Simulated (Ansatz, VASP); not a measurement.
**Two plane-wave programs on Sr3Os**

```xyz
4
Lattice="4.9916 0.0000 0.0000 0.0000 4.9916 0.0000 0.0000 0.0000 4.9916" Properties=species:S:1:pos:R:3 pbc="T T T"
Sr    0.0000    2.4958    2.4958
Sr    2.4958    0.0000    2.4958
Sr    2.4958    2.4958    0.0000
Os    0.0000    0.0000    0.0000
```

Alike in both runs: task relaxation of cell and atoms; functional PBE; k mesh 10 × 10 × 10; occupations gaussian, width 0.1 eV; no spin polarisation.

|  | VASP | Ansatz |
| --- | --- | --- |
| version | VASP 6.6.1 | Ansatz 0.2.0 |
| potentials or method | VASP PAW PBE potentials, release 64 (Sr_sv, Os), cutoff 600 eV | scalar-relativistic, plane waves, PAW |
| valence electrons in the cell | 38 | 46 |

```tsv
	VASP	Ansatz	Ansatz less VASP
gap on the k mesh at the Fermi level, each at its own relaxed structure (eV)	none	none	-
relaxed volume (Å³/atom)	31.40	31.29	-0.108
relaxed cell length with the largest relative difference (Å)	5.008	5.002	-0.0057
```

A gap of «none» marks a metal or a gap that the smearing closes. VASP's potentials hold 38 valence electrons a cell and Ansatz's 46, so a difference there can come from the potentials and not from the codes.

Neither program's run includes spin-orbit coupling.
